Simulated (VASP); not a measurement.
Runs of VASP 6.6.1 on PbS. The structure is that of space group R-3m (No. 166), or close to it. The cells are those of the table. 

```tsv
cell	gap on the mesh (eV)	pressure (GPa)
a = 4.342 Å, angles 55.8°, 2 atoms	none	-0.3
a = 4.000 Å, angles 67.2°, 2 atoms	none	(a)
a = 4.089 Å, angles 63.7°, 2 atoms	none	-0.3
a = 4.492 Å, angles 52.1°, 2 atoms	none	-1.1
```

Alike in all rows: task single point; level PBE+D3(BJ); potentials or basis VASP PAW PBE potentials, release 64 (Pb_d, S); no spin polarisation; k mesh 12 × 12 × 12; cutoff (eV) 520; smearing gaussian 0.03 eV.

Question: Fill in the values left out.

Answer: (a) -0.7.

Caveats: spin-orbit coupling is left out, which moves the levels of the heavy elements; pairwise dispersion overbinds metals, which lowers pressure and volume.

A k mesh can miss the band edges, and the runs leave out spin-orbit coupling on Pb.

A gap of «none» marks levels without a gap at the run's occupations.
